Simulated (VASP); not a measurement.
# C (P6_3/mmc) in VASP: single point with HSE06

Aim: the single point of C with HSE06.

Program: VASP 6.6.1. These are calculated values, not measurements. Logs are shortened: lines on timing, memory, paths and dates and some standing lists are left out, and cuts for length are marked.

## Step 1: The cell of the first run

It takes space group P6_3/mmc (No. 194, hexagonal). The conventional cell has a = 2.503 Å, b = 2.503 Å, c = 4.169 Å, α = 90.00°, β = 90.00°, γ = 120.00°. Within 2.0 Å of C (site symmetry 3m) lie 4 C at 1.54 to 1.56 Å.

## Step 2: Single point, HSE06

POSCAR

```
C
1.0
    2.5031953718      0.0000000000      0.0000000000
   -1.2515976859      2.1678307826      0.0000000000
    0.0000000000      0.0000000000      4.1688692921
C
4
Direct
    0.3333333333      0.6666666667      0.0002313166
    0.6666666667      0.3333333333      0.5002313166
    0.3333333333      0.6666666667      0.3747686834
    0.6666666667      0.3333333333      0.8747686834
```

INCAR.step1

```
SYSTEM = C
ALGO = Normal
EDIFF = 1E-5
ENCUT = 520
GGA = PE
ISIF = 2
ISMEAR = 0
LASPH = .TRUE.
LCHARG = .FALSE.
LREAL = .FALSE.
LWAVE = .TRUE.
NBANDS = 16
NELM = 80
PREC = Accurate
SIGMA = 0.01
```

INCAR.step2

```
SYSTEM = C
ALGO = Normal
EDIFF = 1E-6
ENCUT = 520
GGA = PE
HFSCREEN = 0.2079
ISIF = 2
ISMEAR = 0
ISTART = 1
LASPH = .TRUE.
LCHARG = .FALSE.
LHFCALC = .TRUE.
LREAL = .FALSE.
LWAVE = .FALSE.
NBANDS = 16
NELM = 80
PREC = Accurate
PRECFOCK = Normal
SIGMA = 0.01
```

KPOINTS

```
k-points
0
G
  9 9 4
  0 0 0
```

Potentials or basis: VASP PAW PBE potentials, release 64 (C).

Run with:

```sh
$ cat potpaw_PBE.64/C/POTCAR > POTCAR
$ cp INCAR.step1 INCAR
$ mpirun -np 1 vasp_std > vasp.out
$ cp INCAR.step2 INCAR
$ mpirun -np 1 vasp_std > vasp.out
```

OUTCAR:

```text
SYSTEM = C
   EDIFF = 1E-6
   ENCUT = 520
   GGA = PE
   HFSCREEN = 0.2079
   ISIF = 2
   ISMEAR = 0
   ISTART = 1
   LASPH = .TRUE.
   LHFCALC = .TRUE.
   LREAL = .FALSE.
   NELM = 80
   PREC = Accurate
   PRECFOCK = Normal

 ion  position               nearest neighbor table
   1  0.333  0.667  0.000-   4 1.54   4 1.54   4 1.54   3 1.56
   2  0.667  0.333  0.500-   3 1.54   3 1.54   3 1.54   4 1.56
   3  0.333  0.667  0.375-   2 1.54   2 1.54   2 1.54   1 1.56
   4  0.667  0.333  0.875-   1 1.54   1 1.54   1 1.54   2 1.56

  LATTYP: Found a hexagonal cell.
 ALAT       =     2.5031953718
 C/A-ratio  =     1.6654190636

  Lattice vectors:

 A1 = (   2.5031953718,   0.0000000000,   0.0000000000)
 A2 = (  -1.2515976859,   2.1678307826,   0.0000000000)
 A3 = (   0.0000000000,   0.0000000000,   4.1688692921)

Analysis of symmetry for initial positions (statically):
=====================================================================
 Subroutine PRICEL returns:
 Original cell was already a primitive cell.

 Routine SETGRP: Setting up the symmetry group for a
 hexagonal supercell.

 Subroutine GETGRP returns: Found 24 space group operations
 (whereof  6 operations were pure point group operations)
 out of a pool of 24 trial point group operations.

The static configuration has the point symmetry C_3v.
 The point group associated with its full space group is D_6h.

Analysis of symmetry for dynamics (positions and initial velocities):
=====================================================================
 Subroutine PRICEL returns:
 Original cell was already a primitive cell.

 Routine SETGRP: Setting up the symmetry group for a
 hexagonal supercell.

 Subroutine GETGRP returns: Found 24 space group operations
 (whereof  6 operations were pure point group operations)
 out of a pool of 24 trial point group operations.

The dynamic configuration has the point symmetry C_3v.
 The point group associated with its full space group is D_6h.

 Subroutine INISYM returns: Found 24 space group operations
 (whereof  6 operations are pure point group operations),
 and found     1 'primitive' translations

----------------------------------------------------------------------------------------

                                     Primitive cell

  volume of cell :      22.6224

  direct lattice vectors                    reciprocal lattice vectors
     2.503195372  0.000000000  0.000000000     0.399489393  0.230645309  0.000000000
    -1.251597686  2.167830783  0.000000000     0.000000000  0.461290617  0.000000000
     0.000000000  0.000000000  4.168869292     0.000000000  0.000000000  0.239873196

  length of vectors
     2.503195372  2.503195372  4.168869292     0.461290617  0.461290617  0.239873196

  position of ions in fractional coordinates (direct lattice)
     0.333333333  0.666666667  0.000231317
     0.666666667  0.333333333  0.500231317
     0.333333333  0.666666667  0.374768683
     0.666666667  0.333333333  0.874768683

  ion indices of the primitive-cell ions
   primitive index   ion index
                 1           1
                 2           2
                 3           3
                 4           4

----------------------------------------------------------------------------------------

 KPOINTS: k-points

Automatic generation of k-mesh.
 Grid dimensions read from file:
 generate k-points for:    9    9    4

 Generating k-lattice:

  Cartesian coordinates                     Fractional coordinates (reciprocal lattice)
     0.044387710  0.025627257  0.000000000     0.111111111 -0.000000000  0.000000000
     0.000000000  0.051254513  0.000000000     0.000000000  0.111111111  0.000000000
     0.000000000  0.000000000  0.059968299     0.000000000  0.000000000  0.250000000

  Length of vectors
     0.051254513  0.051254513  0.059968299

  Shift w.r.t. Gamma in fractional coordinates (k-lattice)
     0.000000000  0.000000000  0.000000000

 Subroutine IBZKPT returns following result:
 ===========================================

 Found     36 irreducible k-points:

 Following reciprocal coordinates:
            Coordinates               Weight
  0.000000  0.000000  0.000000      1.000000
  0.111111 -0.000000  0.000000      6.000000
  0.222222  0.000000  0.000000      6.000000
  0.333333 -0.000000  0.000000      6.000000
  0.444444  0.000000  0.000000      6.000000
  0.111111  0.111111  0.000000      6.000000
[... 16 lines left out ...]
  0.333333  0.222222  0.250000     24.000000
  0.333333  0.333333  0.250000      4.000000
 [... further k-points ...]
   k-points           NKPTS =     36   k-points in BZ     NKDIM =    324   number of bands    NBANDS=     16
   number of dos      NEDOS =    301   number of ions     NIONS =      4
   total plane-waves  NPLWV =  12800
   dimension x,y,z NGX =    20 NGY =   20 NGZ =   32
   dimension x,y,z NGXF=    40 NGYF=   40 NGZF=   64
   ions per type =               4
   NGX,Y,Z   is equivalent  to a cutoff of  13.28, 13.28, 12.76 a.u.
   NGXF,Y,Z  is equivalent  to a cutoff of  26.57, 26.57, 25.52 a.u.
 SYSTEM =  C
   PREC   = accura    normal or accurate (medium, high low for compatibility)
   ISTART =      1    job   : 0-new  1-cont  2-samecut
   ICHARG =      0    charge: 1-file 2-atom 10-const
   ISPIN  =      1    spin polarized calculation?
   LNONCOLLINEAR =      F non collinear calculations
   LSORBIT =      F    spin-orbit coupling
   LASPH  =      T    aspherical Exc in radial PAW
   ENCUT  =  520.0 eV  38.22 Ry    6.18 a.u.   4.65  4.65  7.75*2*pi/ulx,y,z
   NELM   =     80;   NELMIN=  2; NELMDL=  0     # of ELM steps
   EDIFF  = 0.1E-05   stopping-criterion for ELM
   LREAL  =      F    real-space projection
   EDIFFG = 0.1E-04   stopping-criterion for IOM
   NSW    =      0    number of steps for IOM
   IBRION =     -1    ionic relax: 0-MD 1-quasi-New 2-CG
   NFREE  =      0    steps in history (QN), initial steepest desc. (CG)
   ISIF   =      2    stress and relaxation
   ISYM   =      3    0-nonsym 1-usesym 2-fastsym
   POTIM  = 0.5000    time-step for ionic-motion
   TEBEG  =    0.0;   TEEND  =   0.0 temperature during run
   PSTRESS=    0.0 pullay stress
   NELECT =      16.0000    total number of electrons
   NUPDOWN=      -1.0000    fix difference up-down
   EMIN   =  10.00;   EMAX   =-10.00  energy-range for DOS
   EFERMI =   0.00;   METHOD = LEGACY
   ISMEAR =     0;   SIGMA  =   0.01  broadening in eV -4-tet -1-fermi 0-gaus
   EFERMI_NEDOS =   21; number of points for ismear=-14 and -15
   IALGO  =     38    algorithm
   IMIX   =      1    mixing-type and parameters
     AMIX     =   0.40;   BMIX     =  1.00
     AMIX_MAG =   1.60;   BMIX_MAG =  1.00
  volume/ion in A,a.u.               =       5.66        38.17
  Fermi-wavevector in a.u.,A,eV,Ry     =   1.458597  2.756349 28.946471  2.127506
  Thomas-Fermi vector in A             =   2.575263
   LORBIT       =      0    0 simple, 1 ext, 2 COOP (PROOUT), +10 PAW based schemes
   GGA     = PE    functional components
   LHFCALC =     T    Hartree Fock is set to
   PRECFOCK=normal    Normal, Fast or Accurate (Low or Medium for compatibility)
   ENCUT4O =  -1.0   cutoff for four orbital integrals eV
   NKREDX  =     1    reduce k-point grid by
   NKREDY  =     1    reduce k-point grid by
   NKREDZ  =     1    reduce k-point grid by
   AEXX    =    0.2500 exact exchange contribution
   HFSCREEN=    0.2079 screening length (either q_TF or 0.3 A-1)
   HFSCREENC=   0.2079 screening length for correlation (either q_TF or 0.3 A-1)
   ENCUTFOCK=  -1.0 apply spherical cutoff to Coloumb kernel
   IVDW    =     0    specifies the selected vdW correction
   LEPSILON=     F    determine dielectric tensor
   LRPA    =     F    only Hartree local field effects (RPA)
 non-spin polarized calculation
 Gauss-broadening in eV      SIGMA  =   0.01
  energy-cutoff  :      520.00
  volume of cell :       22.62
 maximum number of plane-waves:       624
 NGX is ok and might be reduce to    20
  NGX = 14; NGY = 14; NGZ = 24

 number of electron      16.0000000 magnetization

 Free energy of the ion-electron system (eV)
  ---------------------------------------------------
  ext. energy  EPLUGINS =         0.00000000
  ---------------------------------------------------
  free energy    TOTEN  =       -41.99588025 eV

  energy without entropy =      -41.99588025  energy(sigma->0) =      -41.99588025

 E-fermi :   9.5056     XC(G=0): -10.8281

 val. band max:        9.4578910142   @ k =   0.0000   0.0000   0.0000
 cond. band min:      13.8230628686   @ k =   0.3333   0.3333   0.0000
 fundamental gap:      4.3651718544
 Fermi energy:         9.5055755631

 k-point     1 :       0.0000    0.0000    0.0000
  band No.  band energies     occupation
      1     -14.4458      2.00000
      2      -8.4447      2.00000
      3      -5.5166      2.00000
      4       6.1017      2.00000
      5       6.1017      2.00000
      6       8.9776      2.00000
[... 8 lines left out ...]
     15      25.6390      0.00000
     16      28.8996      0.00000

 k-point     2 :       0.1111   -0.0000    0.0000
  band No.  band energies     occupation
      1     -14.1132      2.00000
      2      -8.1416      2.00000
      3      -5.2070      2.00000
      4       4.5239      2.00000
      5       5.4591      2.00000
      6       8.1155      2.00000
[... 8 lines left out ...]
     15      26.0480      0.00000
     16      27.5273      0.00000

 k-point     3 :       0.2222    0.0000    0.0000
  band No.  band energies     occupation
      1     -13.1221      2.00000
      2      -7.2376      2.00000
      3      -4.3305      2.00000
      4       1.2289      2.00000
      5       4.1898      2.00000
      6       5.2511      2.00000
[... 8 lines left out ...]
     15      25.5038      0.00000
     16      27.1506      0.00000

 k-point     4 :       0.3333   -0.0000    0.0000
  band No.  band energies     occupation
      1     -11.5034      2.00000
      2      -5.7553      2.00000
      3      -3.5632      2.00000
      4      -1.7054      2.00000
      5       2.0856      2.00000
      6       3.0869      2.00000
[... 8 lines left out ...]
     15      26.6288      0.00000
     16      27.5931      0.00000

 k-point     5 :       0.4444    0.0000    0.0000
  band No.  band energies     occupation
      1      -9.4241      2.00000
      2      -5.9224      2.00000
      3      -3.8111      2.00000
      4      -0.9546      2.00000
      5      -0.7841      2.00000
      6       2.4827      2.00000
[... 8 lines left out ...]
     15      28.2300      0.00000
     16      29.3709      0.00000

 k-point     6 :       0.1111    0.1111    0.0000
  band No.  band energies     occupation
      1     -13.4512      2.00000
      2      -7.5380      2.00000
      3      -4.6106      2.00000
      4       2.4727      2.00000
      5       4.0579      2.00000
      6       6.3072      2.00000
[... 8 lines left out ...]
     15      26.3696      0.00000
     16      26.9248      0.00000
[... 267 lines left out ...]
 k-point    21 :       0.4444    0.1111    0.2500
  band No.  band energies     occupation
      1      -8.1124      2.00000
      2      -6.1797      2.00000
      3      -4.6478      2.00000
      4      -2.7672      2.00000
      5       1.1837      2.00000
      6       2.1960      2.00000
[... 8 lines left out ...]
     15      26.6816      0.00000
     16      29.4549      0.00000

 k-point    22 :       0.2222    0.2222    0.2500
  band No.  band energies     occupation
      1     -10.1122      2.00000
      2      -6.7617      2.00000
      3      -2.6360      2.00000
      4       0.1990      2.00000
      5       0.7215      2.00000
      6       0.8647      2.00000
[... 8 lines left out ...]
     15      24.8353      0.00000
     16      27.2393      0.00000

 k-point    23 :       0.3333    0.2222    0.2500
  band No.  band energies     occupation
      1      -8.0894      2.00000
      2      -5.3946      2.00000
      3      -4.3352      2.00000
      4      -1.7858      2.00000
      5      -0.7944      2.00000
      6       1.8998      2.00000
[... 8 lines left out ...]
     15      26.0472      0.00000
     16      27.7684      0.00000

 k-point    24 :       0.3333    0.3333    0.2500
  band No.  band energies     occupation
      1      -6.3064      2.00000
      2      -6.3064      2.00000
      3      -2.8771      2.00000
      4      -2.8771      2.00000
      5      -2.1760      2.00000
      6       0.8268      2.00000
[... 8 lines left out ...]
     15      27.1725      0.00000
     16      27.1725      0.00000

 [... further k-points ...]
[... 5 lines left out ...]
  --------------------------------------------------------------------------------------
  -------------------------------------------------------------------------------------
  Total       -0.6304140     -0.6304140     -0.8075188      0.0000000     -0.0000000     -0.0000000
  in kB      -44.6475899    -44.6475898    -57.1906244      0.0000000     -0.0000000     -0.0000000
  external PRESSURE =     -48.8286014 kB  Pullay stress =       0.0000000 kB

 VOLUME and BASIS-vectors are now :
 -----------------------------------------------------------------------------
  energy-cutoff  :      520.00
  volume of cell :       22.62
      direct lattice vectors                 reciprocal lattice vectors
     2.503195372  0.000000000  0.000000000     0.399489393  0.230645309  0.000000000
    -1.251597686  2.167830783  0.000000000     0.000000000  0.461290617  0.000000000
     0.000000000  0.000000000  4.168869292     0.000000000  0.000000000  0.239873196

 POSITION                                       TOTAL-FORCE (eV/Angst)
 -----------------------------------------------------------------------------------
     -0.00000      1.44522      0.00096        -0.000000      0.000000     -0.001583
      1.25160      0.72261      2.08540         0.000000     -0.000000     -0.001583
     -0.00000      1.44522      1.56236        -0.000000      0.000000      0.001583
      1.25160      0.72261      3.64680         0.000000     -0.000000      0.001583
 -----------------------------------------------------------------------------------
    total drift:                                0.000000      0.000000      0.000000

  FREE ENERGIE OF THE ION-ELECTRON SYSTEM (eV)
  ---------------------------------------------------
  free  energy   TOTEN  =       -41.9958802478 eV

  energy  without entropy=      -41.9958802478  energy(sigma->0) =      -41.99588025
```

It took 52 min on 1 thread of Oxide Virtual Turin-like, shared host; peak memory 0.21 GiB.

Results:

* Free energy: -41.9959 eV
* Pressure: -4.9 GPa
* Band gap on the k mesh: 4.37 eV (least direct gap 6.33 eV)

Levels at points of the mesh, in eV from the valence-band top:
```tsv
k point	band 4	band 5	band 6	band 7	band 8	band 9	band 10	band 11	band 12	band 13
(0.00, 0.00, 0.00)	-3.36	-3.36	-0.48	0.00	0.00	6.33	6.33	6.71	9.66	11.24
(0.00, 0.00, 0.50)	-7.70	-2.00	-2.00	-2.00	-2.00	8.77	8.77	8.77	8.77	9.17
```

Caveat: the cell stands under tension; the PAW data sets were made with another functional, which shifts forces and pressure a little; an odd mesh through Γ misses points on the zone boundary, where band edges can lie.
